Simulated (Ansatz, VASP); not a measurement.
# Two plane-wave programs on Zn

INCAR

```
PREC = Accurate
ENCUT = 520
EDIFF = 1E-6
ISMEAR = 0
SIGMA = 0.005
LREAL = F
LASPH = T
NELM = 80
ALGO = Normal
ISIF = 2
LWAVE = F
LCHARG = F
GGA = PE
IVDW = 12
ISYM = 0
NBANDS = 12
```

Contents of KPOINTS:

```
regular mesh
0
Gamma
  1 1 1
```

POSCAR

```
Zn
1.0
   15.0000000000      0.0000000000      0.0000000000
    0.0000000000     15.5000000000      0.0000000000
    0.0000000000      0.0000000000     16.0000000000
Zn
1
Direct
    0.5000000000      0.5000000000      0.5000000000
```

Input for Ansatz:

```yaml
crystal:
  lattice:
    - [15.0, 0.0, 0.0]
    - [0.0, 15.5, 0.0]
    - [0.0, 0.0, 16.0]
  atoms:
    - { symbol: Zn, position: [0.5, 0.5, 0.5] }
  symmetry: { detect: false }
basis:
  ecutwfc: 420
kpoints:
  mp_grid: { grid: [1, 1, 1] }
hamiltonian:
  xc: pbe
  dispersion: d3bj
scf:
  occupations: { method: gaussian, width: 0.005 }
output:
  forces: true
  eigenvalues: true
```

Alike in both runs: task single point; functional PBE; dispersion D3(BJ); k mesh 1 × 1 × 1; occupations gaussian, width 0.005 eV; no spin polarisation.

```csv
,VASP,Ansatz
version,VASP 6.6.1,Ansatz 0.2.0
potentials or method,"VASP PAW PBE potentials, release 64 (Zn), cutoff 520 eV","scalar-relativistic, plane waves, PAW"
valence electrons in the cell,12,12
```

|  | VASP | Ansatz | Ansatz less VASP |
| --- | --- | --- | --- |
| gap on the k mesh at the Fermi level (eV) | 4.86 | 4.86 | -0.001 |
